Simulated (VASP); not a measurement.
# AlC2H6 in VASP: single point with PBE+D3(BJ)

Aim: the single point of AlC2H6 with PBE+D3(BJ).

Everything below comes from runs of VASP 6.6.1. Logs are shortened: lines on timing, memory, paths and dates and some standing lists are left out, and cuts for length are marked.

## 1. The cell of the first run

The cell holds a molecule in a box, 9 atoms: a = 15.000 Å, b = 15.500 Å, c = 16.000 Å, α = 90.00°, β = 90.00°, γ = 90.00°.

## 2. Single point, PBE+D3(BJ), collinear spin

INCAR

```
SYSTEM = AlH6C2
  PREC = Accurate
  ENCUT = 520
  EDIFF = 1E-6
  ISMEAR = 0
  SIGMA = 0.005
  LREAL = .False.
  LASPH = .True.
  NELM = 150
  ALGO = Normal
  ISIF = 2
  LWAVE = .False.
  LCHARG = .False.
  ISPIN = 2
  MAGMOM = 1 0 0 0 0 0 0 0 0
  LORBIT = 11
  GGA = PE
  IVDW = 12
  ISYM = 0
  NBANDS = 22
```

KPOINTS

```
regular mesh
0
Gamma
  1 1 1
  0 0 0
```

POSCAR

```
AlH6C2
1.0
   15.0000000000      0.0000000000      0.0000000000
    0.0000000000     15.5000000000      0.0000000000
    0.0000000000      0.0000000000     16.0000000000
Al C H
1 2 6
Direct
    0.4999063810      0.4995043217      0.4349522891
    0.6129896233      0.4998462506      0.4989195878
    0.3860265732      0.5000577522      0.4973992262
    0.6004737457      0.4977775320      0.5666802779
    0.6550681114      0.4443487319      0.4821608319
    0.6522850524      0.5580870606      0.4851007258
    0.3261303842      0.5008422911      0.4581130132
    0.3830226430      0.4426018837      0.5379302627
    0.3840974860      0.5569341762      0.5387437855
```

Potentials or basis: VASP PAW PBE potentials, release 64 (Al, C, H).

Started as:

```bash
cat potpaw_PBE.64/Al/POTCAR potpaw_PBE.64/C/POTCAR potpaw_PBE.64/H/POTCAR > POTCAR
mpirun -np 1 vasp_gam > vasp.out
```

OUTCAR:

```text
SYSTEM = AlH6C2
   PREC = Accurate
   ENCUT = 520
   EDIFF = 1E-6
   ISMEAR = 0
   LREAL = .False.
   LASPH = .True.
   NELM = 150
   ISIF = 2
   ISPIN = 2
   LORBIT = 11
   GGA = PE
   IVDW = 12
   ISYM = 0
 IVDW          = 12

 ion  position               nearest neighbor table
   1  0.500  0.500  0.435-   3 1.98   2 1.98
   2  0.613  0.500  0.499-   5 1.10   6 1.10   4 1.10   1 1.98
   3  0.386  0.500  0.497-   7 1.10   9 1.10   8 1.10   1 1.98
   4  0.600  0.498  0.567-   2 1.10
   5  0.655  0.444  0.482-   2 1.10
   6  0.652  0.558  0.485-   2 1.10
   7  0.326  0.501  0.458-   3 1.10
   8  0.383  0.443  0.538-   3 1.10
   9  0.384  0.557  0.539-   3 1.10

IMPORTANT INFORMATION: All symmetrisations will be switched off!
NOSYMM: (Re-)initialisation of all symmetry stuff for point group C_1.

----------------------------------------------------------------------------------------

                                     Primitive cell

  volume of cell :    3720.0000

  direct lattice vectors                    reciprocal lattice vectors
    15.000000000  0.000000000  0.000000000     0.066666667  0.000000000  0.000000000
     0.000000000 15.500000000  0.000000000     0.000000000  0.064516129  0.000000000
     0.000000000  0.000000000 16.000000000     0.000000000  0.000000000  0.062500000

  length of vectors
    15.000000000 15.500000000 16.000000000     0.066666667  0.064516129  0.062500000

  position of ions in fractional coordinates (direct lattice)
     0.499906381  0.499504322  0.434952289
     0.612989623  0.499846251  0.498919588
     0.386026573  0.500057752  0.497399226
     0.600473746  0.497777532  0.566680278
     0.655068111  0.444348732  0.482160832
     0.652285052  0.558087061  0.485100726
     0.326130384  0.500842291  0.458113013
     0.383022643  0.442601884  0.537930263
     0.384097486  0.556934176  0.538743786

  ion indices of the primitive-cell ions
   primitive index   ion index
                 1           1
                 2           2
                 3           3
                 4           4
                 5           5
                 6           6
                 7           7
                 8           8
                 9           9

----------------------------------------------------------------------------------------

 KPOINTS: regular mesh

Automatic generation of k-mesh.
 Grid dimensions read from file:
 generate k-points for:    1    1    1

 Generating k-lattice:

  Cartesian coordinates                     Fractional coordinates (reciprocal lattice)
     0.066666667  0.000000000  0.000000000     1.000000000  0.000000000  0.000000000
     0.000000000  0.064516129  0.000000000     0.000000000  1.000000000  0.000000000
     0.000000000  0.000000000  0.062500000     0.000000000  0.000000000  1.000000000

  Length of vectors
     0.066666667  0.064516129  0.062500000

  Shift w.r.t. Gamma in fractional coordinates (k-lattice)
     0.000000000  0.000000000  0.000000000

 Subroutine IBZKPT returns following result:
 ===========================================

 Found      1 irreducible k-points:

 Following reciprocal coordinates:
            Coordinates               Weight
  0.000000  0.000000  0.000000      1.000000
   k-points           NKPTS =      1   k-points in BZ     NKDIM =      1   number of bands    NBANDS=     22
   number of dos      NEDOS =    301   number of ions     NIONS =      9
   total plane-waves  NPLWV = ******
   dimension x,y,z NGX =   112 NGY =  120 NGZ =  120
   dimension x,y,z NGXF=   224 NGYF=  240 NGZF=  240
   ions per type =               1   2   6
   NGX,Y,Z   is equivalent  to a cutoff of  12.41, 12.87, 12.47 a.u.
   NGXF,Y,Z  is equivalent  to a cutoff of  24.83, 25.74, 24.94 a.u.
 SYSTEM =  AlH6C2
   PREC   = accura    normal or accurate (medium, high low for compatibility)
   ISTART =      0    job   : 0-new  1-cont  2-samecut
   ICHARG =      2    charge: 1-file 2-atom 10-const
   ISPIN  =      2    spin polarized calculation?
   LNONCOLLINEAR =      F non collinear calculations
   LSORBIT =      F    spin-orbit coupling
   LASPH  =      T    aspherical Exc in radial PAW
   ENCUT  =  520.0 eV  38.22 Ry    6.18 a.u.  27.89 28.82 29.75*2*pi/ulx,y,z
   NELM   =    150;   NELMIN=  2; NELMDL= -5     # of ELM steps
   EDIFF  = 0.1E-05   stopping-criterion for ELM
   LREAL  =      F    real-space projection
   EDIFFG = 0.1E-04   stopping-criterion for IOM
   NSW    =      0    number of steps for IOM
   IBRION =     -1    ionic relax: 0-MD 1-quasi-New 2-CG
   NFREE  =      0    steps in history (QN), initial steepest desc. (CG)
   ISIF   =      2    stress and relaxation
   ISYM   =      0    0-nonsym 1-usesym 2-fastsym
   POTIM  = 0.5000    time-step for ionic-motion
   TEBEG  =    0.0;   TEEND  =   0.0 temperature during run
   PSTRESS=    0.0 pullay stress
   NELECT =      17.0000    total number of electrons
   NUPDOWN=      -1.0000    fix difference up-down
   EMIN   =  10.00;   EMAX   =-10.00  energy-range for DOS
   EFERMI =   0.00;   METHOD = LEGACY
   ISMEAR =     0;   SIGMA  =   0.01  broadening in eV -4-tet -1-fermi 0-gaus
   EFERMI_NEDOS =   21; number of points for ismear=-14 and -15
   IALGO  =     38    algorithm
   IMIX   =      4    mixing-type and parameters
     AMIX     =   0.40;   BMIX     =  1.00
     AMIX_MAG =   1.60;   BMIX_MAG =  1.00
  volume/ion in A,a.u.               =     413.33      2789.31
  Fermi-wavevector in a.u.,A,eV,Ry     =   0.271671  0.513384  1.004181  0.073805
  Thomas-Fermi vector in A             =   1.111413
   LORBIT       =     11    0 simple, 1 ext, 2 COOP (PROOUT), +10 PAW based schemes
   GGA     = PE    functional components
   LHFCALC =     F    Hartree Fock is set to
   AEXX    =    0.0000 exact exchange contribution
   IVDW    =    12    specifies the selected vdW correction
   LEPSILON=     F    determine dielectric tensor
   LRPA    =     F    only Hartree local field effects (RPA)
 spin polarized calculation
 Gauss-broadening in eV      SIGMA  =   0.01
  energy-cutoff  :      520.00
  volume of cell :     3720.00
 maximum number of plane-waves:     50071
 NGX is ok and might be reduce to   112
   NGX = 55   NGY = 57   NGZ = 59

 number of electron      16.9999997 magnetization       1.0000000

 Free energy of the ion-electron system (eV)
  ---------------------------------------------------
  ext. energy  EPLUGINS =         0.00000000
  ---------------------------------------------------
  free energy    TOTEN  =       -41.85471046 eV

  energy without entropy =      -41.85471046  energy(sigma->0) =      -41.85471046

 E-fermi :  -3.8781     XC(G=0):  -0.4373

 val. band max:       -3.9304955300   @ k =   0.0000   0.0000   0.0000
 cond. band min:      -2.4562324843   @ k =   0.0000   0.0000   0.0000
 fundamental gap:      1.4742630457
 Fermi energy:        -3.8780709882

 spin component 1

 k-point     1 :       0.0000    0.0000    0.0000
  band No.  band energies     occupation
      1     -16.5971      1.00000
      2     -16.3457      1.00000
      3      -9.5268      1.00000
      4      -9.4359      1.00000
      5      -9.2527      1.00000
      6      -9.2282      1.00000
      7      -8.7904      1.00000
      8      -6.4679      1.00000
      9      -3.9305      1.00000
     10      -1.9288      0.00000
     11      -0.5342      0.00000
     12      -0.1584      0.00000
     13       0.0690      0.00000
     14       0.3339      0.00000
     15       0.3438      0.00000
     16       0.4527      0.00000
     17       0.4763      0.00000
     18       0.7499      0.00000
     19       0.7793      0.00000
     20       0.8697      0.00000
 Fermi energy:        -3.8780709882

 spin component 2

 k-point     1 :       0.0000    0.0000    0.0000
  band No.  band energies     occupation
      1     -16.5075      1.00000
      2     -16.2662      1.00000
      3      -9.4723      1.00000
      4      -9.3974      1.00000
      5      -9.2215      1.00000
      6      -9.1722      1.00000
      7      -8.4373      1.00000
      8      -6.2635      1.00000
      9      -2.4562      0.00000
     10      -1.2843      0.00000
     11      -0.3500      0.00000
     12       0.0660      0.00000
     13       0.2690      0.00000
     14       0.4696      0.00000
     15       0.4824      0.00000
     16       0.5600      0.00000
     17       0.6802      0.00000
     18       0.9357      0.00000
     19       0.9600      0.00000
     20       1.0016      0.00000
 [bands above 20 left out]

------------------------ aborting loop because EDIFF is reached ----------------------------------------

 Edisp (eV)   -0.14270

 E8    (eV) :    -0.0477

  FORCE on cell =-STRESS in cart. coord.  units (eV):
  Direction    XX          YY          ZZ          XY          YZ          ZX
  --------------------------------------------------------------------------------------
  -------------------------------------------------------------------------------------
  Total      -0.05963    -0.02571    -0.05548    -0.00214    -0.00009    -0.00030
  in kB      -0.02568    -0.01108    -0.02389    -0.00092    -0.00004    -0.00013
  external pressure =       -0.02 kB  Pullay stress =        0.00 kB

 VOLUME and BASIS-vectors are now :
 -----------------------------------------------------------------------------
  energy-cutoff  :      520.00
  volume of cell :     3720.00
      direct lattice vectors                 reciprocal lattice vectors
    15.000000000  0.000000000  0.000000000     0.066666667  0.000000000  0.000000000
     0.000000000 15.500000000  0.000000000     0.000000000  0.064516129  0.000000000
     0.000000000  0.000000000 16.000000000     0.000000000  0.000000000  0.062500000

 POSITION                                       TOTAL-FORCE (eV/Angst)
 -----------------------------------------------------------------------------------
      7.49860      7.74232      6.95924        -0.000395     -0.001090      0.010247
      9.19484      7.74762      7.98271        -0.016943     -0.000719     -0.013357
      5.79040      7.75090      7.95839         0.013737      0.001656     -0.017399
      9.00711      7.71555      9.06688        -0.008176     -0.001247      0.022321
      9.82602      6.88741      7.71457         0.014171     -0.019759     -0.007815
      9.78428      8.65035      7.76161         0.012479      0.021500     -0.006461
      4.89196      7.76306      7.32981        -0.018973      0.000328     -0.015438
      5.74534      6.86033      8.60688         0.002577     -0.021965      0.013795
      5.76146      8.63248      8.61990         0.001524      0.021298      0.014107
 -----------------------------------------------------------------------------------
    total drift:                               -0.000264     -0.000113      0.000031

  FREE ENERGIE OF THE ION-ELECTRON SYSTEM (eV)
  ---------------------------------------------------
  free  energy   TOTEN  =       -41.9974084335 eV

  energy  without entropy=      -41.9974084335  energy(sigma->0) =      -41.99740843

 total charge

# of ion       s       p       d       tot
------------------------------------------
    1        0.472   0.334   0.000   0.806
    2        0.838   1.757   0.000   2.595
    3        0.838   1.757   0.000   2.595
    4        0.629   0.045   0.000   0.673
    5        0.628   0.045   0.000   0.673
    6        0.627   0.045   0.000   0.672
    7        0.633   0.045   0.000   0.678
    8        0.625   0.044   0.000   0.670
    9        0.625   0.044   0.000   0.670
--------------------------------------------------
tot          5.916   4.116   0.000  10.033

 magnetization (x)

# of ion       s       p       d       tot
------------------------------------------
    1        0.055   0.101   0.000   0.156
    2        0.013   0.043   0.000   0.056
    3        0.013   0.045   0.000   0.058
    4        0.007   0.001   0.000   0.008
    5       -0.002   0.000   0.000  -0.001
    6       -0.002   0.000   0.000  -0.001
    7       -0.001   0.001   0.000  -0.000
    8        0.002   0.001   0.000   0.002
    9        0.002   0.001   0.000   0.003
--------------------------------------------------
tot          0.088   0.192   0.000   0.280
```

Run time: 8.9 min. Hardware: 1 thread of Intel Xeon 6975P-C (Granite Rapids), shared host; peak memory 3.6 GiB.

What came out:

```
Free energy                                           : -41.9974 eV
Largest force                                         : 0.026 eV/Å
Gap between the frontier levels                       : 1.47 eV
Net moment                                            : 1.00 μB per cell
Site moments                                          : Al +0.16; C +0.06; H +0.01, -0.00, +0.00 (each value once) μB
Valence electrons inside the program's atomic spheres : Al 0.81; C 2.60; H 0.67, 0.68 (each value once)
Dispersion energy per atom                            : -0.016 eV
```

Forces in eV/Å, atoms in the order of the input:
```
Al   0.000 -0.001  0.010
C   -0.017 -0.001 -0.013
C    0.014  0.002 -0.017
H   -0.008 -0.001  0.022
H    0.014 -0.020 -0.008
H    0.012  0.021 -0.006
H   -0.019  0.000 -0.015
H    0.003 -0.022  0.014
H    0.002  0.021  0.014
```
